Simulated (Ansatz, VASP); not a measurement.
# NiGe3 in VASP and in Ansatz

INCAR

```
PREC     = Accurate       # precision mode
ENCUT    = 600            # plane-wave cutoff, eV
EDIFF    = 1E-6           # SCF threshold, eV
ISMEAR   = 0              # smearing method
SIGMA    = 0.1            # smearing width, eV
LREAL    = F              # projectors in reciprocal space
LASPH    = T              # aspherical terms in the spheres
NELM     = 80             # most SCF steps
ALGO     = Normal         # electronic algorithm
ISIF     = 3              # what is computed and relaxed
LWAVE    = F              # write WAVECAR
LCHARG   = F              # write CHGCAR
GGA      = PS             # functional
IBRION   = 2              # ionic algorithm
NSW      = 100            # ionic steps
EDIFFG   = -0.05          # ionic threshold
```

KPOINTS

```
regular mesh
0
Gamma
  6 6 6
```

File POSCAR:

```
NiGe3
1.0
    3.8245629210      0.0000000000      0.0000000000
    0.0000000000      3.8245629210      0.0000000000
    0.0000000000      0.0000000000      3.8245629210
Ge Ni
3 1
Direct
    0.0000000000      0.5000000000      0.5000000000
    0.5000000000      0.0000000000      0.5000000000
    0.5000000000      0.5000000000      0.0000000000
    0.0000000000      0.0000000000      0.0000000000
```

Input for Ansatz:

```yaml
crystal:
  lattice:
    - [3.824562921, 0.0, 0.0]
    - [0.0, 3.824562921, 0.0]
    - [0.0, 0.0, 3.824562921]
  atoms:
    - { symbol: Ge, position: [0.0, 0.5, 0.5] }
    - { symbol: Ge, position: [0.5, 0.0, 0.5] }
    - { symbol: Ge, position: [0.5, 0.5, 0.0] }
    - { symbol: Ni, position: [0.0, 0.0, 0.0] }
basis:
  ecutwfc: 420
kpoints:
  mp_grid: { grid: [6, 6, 6] }
hamiltonian:
  xc: pbesol
scf:
  occupations: { method: gaussian, width: 0.1 }
output:
  forces: true
  stress: true
  eigenvalues: true
relax:
  adjacent_minimum: "off"
  f_tol: 0.05
  max_steps: 80
  cell: { stress_tol: 0.5 }
```

Alike in both runs: task relaxation of cell and atoms; functional PBEsol; k mesh 6 × 6 × 6; occupations gaussian, width 0.1 eV; no spin polarisation.

```csv
,VASP,Ansatz
version,VASP 6.6.1,Ansatz 0.2.0
potentials or method,"VASP PAW PBE potentials, release 64 (Ge_d, Ni), cutoff 600 eV","scalar-relativistic, plane waves, PAW"
valence electrons in the cell,52,60
```

Ansatz gave:

```
gap on the k mesh at the Fermi level, each at its own relaxed structure (eV) : none
relaxed volume (Å³/atom)                                                     : 15.62
relaxed cell length with the largest relative difference (Å)                 : 3.968
```

Q: Estimate VASP's values.

A: gap on the k mesh at the Fermi level, each at its own relaxed structure (eV): none; relaxed volume (Å³/atom): 15.66; relaxed cell length with the largest relative difference (Å): 3.971.

VASP's potentials were made for PBE, not for PBEsol. A gap of «none» marks a metal or a gap that the smearing closes. VASP's potentials hold 52 valence electrons a cell and Ansatz's 60, so a difference there can come from the potentials and not from the codes.
